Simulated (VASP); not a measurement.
The system is SrCl2.

```
Sr Cl
1.0
     0.00000    3.49772    3.49772
     3.49772    0.00000    3.49772
     3.49772    3.49772    0.00000
Sr Cl
1 2
Direct
  0.00000 0.00000 0.00000
  0.25000 0.25000 0.25000
  0.75000 0.75000 0.75000
```

Program: VASP 6.6.1. Alike in all runs: task single point; potentials or basis VASP PAW PBE potentials, release 64 (Sr_sv, Cl); no spin polarisation; cell as given; cutoff (eV) 520; smearing gaussian 0.01 eV.

Order these runs on this cell by their band gap on the k mesh, lowest first.
A. level PBE-based screened hybrid with 40 % exact exchange; k mesh 4 × 4 × 4; grid for exact exchange (PRECFOCK) Normal; share of exact exchange 0.4; screening parameter 0.5 1/Å
B. level PBE; k mesh 4 × 4 × 4, shifted
C. level PBE-based screened hybrid with 20 % exact exchange; k mesh 4 × 4 × 4; grid for exact exchange (PRECFOCK) Normal; share of exact exchange 0.2; screening parameter 0.3 1/Å
D. level PBE; k mesh 4 × 4 × 4

D (5.31 eV), B (5.79 eV), C (6.14 eV), A (6.40 eV).

Caveats: a shifted mesh leaves out Γ, where band edges can lie (at least some runs).

A k mesh can miss the band edges.
